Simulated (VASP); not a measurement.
Crystal: GaN.

```
CELL_PARAMETERS angstrom
0.00000 2.23838 2.23838
2.23838 0.00000 2.23838
2.23838 2.23838 0.00000
ATOMIC_POSITIONS crystal
Ga 0.00000 0.00000 0.00000
N 0.25000 0.25000 0.25000
```

Base run:

```yaml
Program: VASP 6.6.1
Functional: PBE
Potentials_or_basis: VASP PAW PBE potentials, release 64 (Ga_d, N)
Cutoff: 520 eV
k_mesh: 10 × 10 × 10
Occupations: fermi-dirac, width 0.05 eV
Spin: no spin polarisation
```

Its results: band gap on the k mesh 1.85 eV, direct; pressure 9.1 GPa.

After a change of settings the same cell gave: band gap on the k mesh 1.91 eV, direct; pressure 13.1 GPa. Which change was it?
A. functional from PBE to PBEsol; further incar settings from ALGO = Normal; EDIFF = 1e-07; NBANDS = 16 to ALGO = Normal; EDIFF = 1e-06; NBANDS = 16
B. functional from PBE to B3LYP5; k mesh from 10 × 10 × 10 to 5 × 5 × 5
C. functional from PBE to RPBE
D. functional from PBE to revPBE

C.

RPBE binds less tightly than PBE, so the same cell stands under more pressure.

Caveats: the PAW data sets were made with another functional, which shifts forces and pressure a little (some runs).
